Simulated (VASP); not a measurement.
Set up this calculation in VASP 6.6.1, as the native input.

```
Task                   : single point
Functional             : PBE
Potentials or basis    : VASP PAW PBE potentials, release 64 (Ca_sv, C, O)
Cutoff                 : 520 eV
k mesh                 : 4 × 4 × 1
Occupations            : gaussian, width 0.1 eV
Spin                   : no spin polarisation
Dipole correction      : yes
Further INCAR settings : ALGO = Normal; EDIFF = 1e-07; NBANDS = 56
```

The structure of Ca8CO lies in POSCAR:

```
Ca8CO
1.0
    7.8132359319      0.0000000000      0.0000000000
    0.0000000000      7.8132359319      0.0000000000
    0.0000000000      0.0000000000     20.6093934330
Ca C O
8 1 1
Direct
    0.2500000000      0.2500000000      0.1940862555
    0.2500000000      0.7500000000      0.1940862555
    0.7500000000      0.2500000000      0.1940862555
    0.7500000000      0.7500000000      0.1940862555
    0.0000000000      0.0000000000      0.3206981057
    0.0000000000      0.5000000000      0.3206981057
    0.5000000000      0.0000000000      0.3206981057
    0.5000000000      0.5000000000      0.3206981057
    0.1067174971      0.7500000000      0.4060960581
    0.3932825029      0.7500000000      0.4060960581
```

These files were run (other wordings do the same):

INCAR

```
ALGO     = Normal         # electronic algorithm
DIPOL    = 0.5 0.5 0.287
EDIFF    = 1E-7           # SCF threshold, eV
ENCUT    = 520            # plane-wave cutoff, eV
GGA      = PE             # functional
IDIPOL   = 3            
ISIF     = 2              # what is computed and relaxed
ISMEAR   = 0              # smearing method
LASPH    = T              # aspherical terms in the spheres
LCHARG   = T              # write CHGCAR
LDIPOL   = T            
LELF     = T              # ELF
LREAL    = F              # projectors in reciprocal space
LVACPOTAV= T            
LVHAR    = T            
LWAVE    = F              # write WAVECAR
NBANDS   = 56             # bands
NELM     = 100            # most SCF steps
PREC     = Accurate       # precision mode
SIGMA    = 0.1            # smearing width, eV
```

KPOINTS

```
k-points
0
Gamma
  4 4 1
```

Potentials or basis: VASP PAW PBE potentials, release 64 (Ca_sv, C, O).

Command:

```bash
$ cat potpaw_PBE.64/Ca_sv/POTCAR potpaw_PBE.64/C/POTCAR potpaw_PBE.64/O/POTCAR > POTCAR
$ mpirun -np 1 vasp_std > vasp.out
```

It gave:

```
Largest force          : 2.650 eV/Å
Band gap on the k mesh : zero (bands 45 and 46 overlap by 0.04 eV)
```

It took 29 min on 1 thread of Intel(R) Xeon(R) Platinum 8488C (Sapphire Rapids), with other jobs on the host, peak memory 1.3 GiB.
